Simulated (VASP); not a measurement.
# Nb2Sn (P-3m1) in VASP: single point with r2SCAN

Aim: the single point of Nb2Sn with r2SCAN.

Everything below comes from runs of VASP 6.6.1. Logs are shortened: lines on timing, memory, paths and dates and some standing lists are left out, and cuts for length are marked.

## Step 1: The cell of the first run

It takes space group P-3m1 (No. 164, trigonal). The conventional cell has a = 3.366 Å, b = 3.366 Å, c = 5.349 Å, α = 90.00°, β = 90.00°, γ = 120.00°. Within 3.1 Å of Nb (site symmetry 3m) lie 3 Sn at 2.37 Å. Sn (site symmetry -3m) has 6 Nb at 2.37 Å within 3.1 Å.

## Step 2: Single point, r2SCAN

File POSCAR:

```
Nb2Sn
1.0
    3.3660269546      0.0000000000      0.0000000000
   -1.6830134773      2.9150648525      0.0000000000
    0.0000000000      0.0000000000      5.3488848266
Nb Sn
2 1
Direct
    0.3333333333      0.6666666667      0.2535635792
    0.6666666667      0.3333333333      0.7464364208
    0.0000000000      0.0000000000      0.0000000000
```

File INCAR.step1:

```
SYSTEM = Nb2Sn
ALGO = Normal
EDIFF = 1E-4
ENCUT = 520
GGA = PE
ISMEAR = 0
LASPH = .True.
LCHARG = .False.
LREAL = .False.
LWAVE = .True.
NBANDS = 27
NELM = 80
PREC = Accurate
SIGMA = 0.1
```

File INCAR.step2:

```
SYSTEM = Nb2Sn
ALGO = Normal
EDIFF = 1E-6
ENCUT = 520
ISIF = 2
ISMEAR = 0
ISTART = 1
LASPH = .True.
LCHARG = .False.
LMIXTAU = .True.
LREAL = .False.
LWAVE = .False.
METAGGA = R2SCAN
NBANDS = 27
NELM = 80
PREC = Accurate
SIGMA = 0.1
```

File KPOINTS:

```
k-points
0
Gamma
  6 6 4
  0 0 0
```

Potentials or basis: VASP PAW PBE potentials, release 64 (Nb_sv, Sn_d).

Command:

```console
> cat potpaw_PBE.64/Nb_sv/POTCAR potpaw_PBE.64/Sn_d/POTCAR > POTCAR
> cp INCAR.step1 INCAR
> mpirun -np 1 vasp_std > vasp.out
> cp INCAR.step2 INCAR
> mpirun -np 1 vasp_std > vasp.out
```

OUTCAR:

```text
SYSTEM = Nb2Sn
   EDIFF = 1E-6
   ENCUT = 520
   ISIF = 2
   ISMEAR = 0
   ISTART = 1
   LASPH = .True.
   LREAL = .False.
   METAGGA = R2SCAN
   NELM = 80
   PREC = Accurate

 ion  position               nearest neighbor table
   1  0.333  0.667  0.254-   3 2.37   3 2.37   3 2.37
   2  0.667  0.333  0.746-   3 2.37   3 2.37   3 2.37
   3  0.000  0.000  0.000-   1 2.37   2 2.37   1 2.37   2 2.37   2 2.37   1 2.37

  LATTYP: Found a hexagonal cell.
 ALAT       =     3.3660269546
 C/A-ratio  =     1.5890796178

  Lattice vectors:

 A1 = (   3.3660269546,   0.0000000000,   0.0000000000)
 A2 = (  -1.6830134773,   2.9150648525,   0.0000000000)
 A3 = (   0.0000000000,   0.0000000000,   5.3488848266)

Analysis of symmetry for initial positions (statically):
=====================================================================
 Subroutine PRICEL returns:
 Original cell was already a primitive cell.

 Routine SETGRP: Setting up the symmetry group for a
 hexagonal supercell.

 Subroutine GETGRP returns: Found 12 space group operations
 (whereof 12 operations were pure point group operations)
 out of a pool of 24 trial point group operations.

The static configuration has the point symmetry D_3d.

Analysis of symmetry for dynamics (positions and initial velocities):
=====================================================================
 Subroutine PRICEL returns:
 Original cell was already a primitive cell.

 Routine SETGRP: Setting up the symmetry group for a
 hexagonal supercell.

 Subroutine GETGRP returns: Found 12 space group operations
 (whereof 12 operations were pure point group operations)
 out of a pool of 24 trial point group operations.

The dynamic configuration has the point symmetry D_3d.

 Subroutine INISYM returns: Found 12 space group operations
 (whereof 12 operations are pure point group operations),
 and found     1 'primitive' translations

----------------------------------------------------------------------------------------

                                     Primitive cell

  volume of cell :      52.4843

  direct lattice vectors                    reciprocal lattice vectors
[... 81 lines left out ...]
   ICHARG =      0    charge: 1-file 2-atom 10-const
   ISPIN  =      1    spin polarized calculation?
   LNONCOLLINEAR =      F non collinear calculations
   LSORBIT =      F    spin-orbit coupling
   LASPH  =      T    aspherical Exc in radial PAW
   ENCUT  =  520.0 eV  38.22 Ry    6.18 a.u.   6.26  6.26  9.95*2*pi/ulx,y,z
   NELM   =     80;   NELMIN=  2; NELMDL=  0     # of ELM steps
   EDIFF  = 0.1E-05   stopping-criterion for ELM
   LREAL  =      F    real-space projection
   EDIFFG = 0.1E-04   stopping-criterion for IOM
   NSW    =      0    number of steps for IOM
   IBRION =     -1    ionic relax: 0-MD 1-quasi-New 2-CG
   NFREE  =      0    steps in history (QN), initial steepest desc. (CG)
   ISIF   =      2    stress and relaxation
   ISYM   =      2    0-nonsym 1-usesym 2-fastsym
   POTIM  = 0.5000    time-step for ionic-motion
   TEBEG  =    0.0;   TEEND  =   0.0 temperature during run
   PSTRESS=    0.0 pullay stress
   NELECT =      40.0000    total number of electrons
   NUPDOWN=      -1.0000    fix difference up-down
   EMIN   =  10.00;   EMAX   =-10.00  energy-range for DOS
   EFERMI =   0.00;   METHOD = LEGACY
   ISMEAR =     0;   SIGMA  =   0.10  broadening in eV -4-tet -1-fermi 0-gaus
   EFERMI_NEDOS =   21; number of points for ismear=-14 and -15
   IALGO  =     38    algorithm
   IMIX   =      4    mixing-type and parameters
     AMIX     =   0.40;   BMIX     =  1.00
     AMIX_MAG =   1.60;   BMIX_MAG =  1.00
  volume/ion in A,a.u.               =      17.49       118.06
  Fermi-wavevector in a.u.,A,eV,Ry     =   1.495381  2.825860 30.424856  2.236164
  Thomas-Fermi vector in A             =   2.607533
   LORBIT       =      0    0 simple, 1 ext, 2 COOP (PROOUT), +10 PAW based schemes
   METAGGA = R2SCAN    functional components
   LHFCALC =     F    Hartree Fock is set to
   AEXX    =    0.0000 exact exchange contribution
   IVDW    =     0    specifies the selected vdW correction
   LEPSILON=     F    determine dielectric tensor
   LRPA    =     F    only Hartree local field effects (RPA)
 non-spin polarized calculation
 Gauss-broadening in eV      SIGMA  =   0.10
  energy-cutoff  :      520.00
  volume of cell :       52.48
 maximum number of plane-waves:      1440
 NGX is ok and might be reduce to    28
   NGX = 13   NGY = 13   NGZ = 19

 number of electron      40.0000002 magnetization

 Free energy of the ion-electron system (eV)
  ---------------------------------------------------
  ext. energy  EPLUGINS =         0.00000000
  ---------------------------------------------------
  free energy    TOTEN  =       -67.16797354 eV

  energy without entropy =      -67.15566979  energy(sigma->0) =      -67.16182167

 E-fermi :  12.2732     XC(G=0): -13.5832

 val. band max:       12.2703477057   @ k =   0.1667  -0.0000   0.0000
 cond. band min:      12.2960274522   @ k =   0.5000  -0.0000   0.2500
 fundamental gap:      0.0256797465
 Fermi energy:        12.2732088741

 k-point     1 :       0.0000    0.0000    0.0000
  band No.  band energies     occupation
      1     -44.3274      2.00000
      2     -44.2527      2.00000
      3     -20.1760      2.00000
      4     -19.8021      2.00000
      5     -19.8021      2.00000
      6     -19.5908      2.00000
[... 709 lines left out ...]
     26      18.8693      0.00000
     27      18.9528      0.00000

------------------------ aborting loop because EDIFF is reached ----------------------------------------

  FORCE on cell =-STRESS in cart. coord.  units (eV):
  Direction    XX          YY          ZZ          XY          YZ          ZX
  --------------------------------------------------------------------------------------
  -------------------------------------------------------------------------------------
  Total       25.6813404     25.6813404     22.5780322      0.0000000      0.0000000      0.0000000
  in kB      783.9695823    783.9695823    689.2354589      0.0000000      0.0000000      0.0000000
  external PRESSURE =     752.3915412 kB  Pullay stress =       0.0000000 kB

 VOLUME and BASIS-vectors are now :
 -----------------------------------------------------------------------------
  energy-cutoff  :      520.00
  volume of cell :       52.48
      direct lattice vectors                 reciprocal lattice vectors
     3.366026955  0.000000000  0.000000000     0.297086153  0.171522771  0.000000000
    -1.683013477  2.915064853  0.000000000     0.000000000  0.343045541  0.000000000
     0.000000000  0.000000000  5.348884827     0.000000000  0.000000000  0.186954857

 POSITION                                       TOTAL-FORCE (eV/Angst)
 -----------------------------------------------------------------------------------
     -0.00000      1.94338      1.35628        -0.000000     -0.000000     10.875523
      1.68301      0.97169      3.99260         0.000000      0.000000    -10.875523
      0.00000      0.00000      0.00000        -0.000000      0.000000      0.000000
 -----------------------------------------------------------------------------------
    total drift:                                0.000000     -0.000000      0.000000

  FREE ENERGIE OF THE ION-ELECTRON SYSTEM (eV)
  ---------------------------------------------------
  free  energy   TOTEN  =       -67.1679735403 eV

  energy  without entropy=      -67.1556697903  energy(sigma->0) =      -67.16182167
```

Wall time 84 s (1 thread of Intel Xeon 6975P-C (Granite Rapids), shared host); peak memory 0.19 GiB.

Results:

| Property | Result |
| --- | --- |
| Free energy | -67.1680 eV |
| Pressure | 75.2 GPa |
| Largest force | 10.876 eV/Å |
| Band gap on the k mesh | zero (band 20 reaches 12.50 eV, above the bottom of band 21 at 11.96 eV) |

Forces on the atoms (eV/Å):
```
Nb    0.000   0.000  10.876
Nb    0.000   0.000 -10.876
Sn    0.000   0.000   0.000
```

Stress tensor (GPa, compression positive):
```
78.40  0.00  0.00
 0.00 78.40  0.00
 0.00  0.00 68.92
```

Caveat: the PAW data sets were made with another functional, which shifts forces and pressure a little; spin-orbit coupling is left out, which moves the levels of the heavy elements.
